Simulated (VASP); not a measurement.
A run of VASP 6.6.1:

Contents of INCAR:

```
SYSTEM = Al2O3
ALGO = Normal ; EDIFF = 1E-7
ENCUT = 520 ; GGA = CA
ISIF = 2 ; ISMEAR = 0
LASPH = .True. ; LCHARG = .False.
LREAL = .False. ; LWAVE = .False.
NBANDS = 20 ; NELM = 60
PREC = Accurate ; SIGMA = 0.05
```

KPOINTS

```
k-points
0
Gamma
  9 9 4
  0 0 0
```

File POSCAR:

```
Al2O3
1.0
    3.1150709442      0.0000000000      0.0000000000
   -1.5575354721      2.6977305722      0.0000000000
    0.0000000000      0.0000000000      8.9632842816
Al O
2 3
Direct
    0.0000000000      0.0000000000      0.1499923300
    0.0000000000      0.0000000000      0.8500076700
    0.3333333333      0.6666666667      0.2223169200
    0.6666666667      0.3333333333      0.0000000000
    0.3333333333      0.6666666667      0.7776830800
```

Potentials or basis: VASP PAW LDA potentials, release 64 (Al, O).

Run with:

```bash
$ cat potpaw_LDA.64/Al/POTCAR potpaw_LDA.64/O/POTCAR > POTCAR
$ mpirun -np 1 vasp_std > vasp.out
```

Hardware: 1 thread of AMD EPYC 7R13, on a shared host.

How long does it take, and how much memory?

It took 90 s on 1 thread of AMD EPYC 7R13, on a shared host, peak memory 0.15 GiB. Counts: scf iterations 17, k points 36.
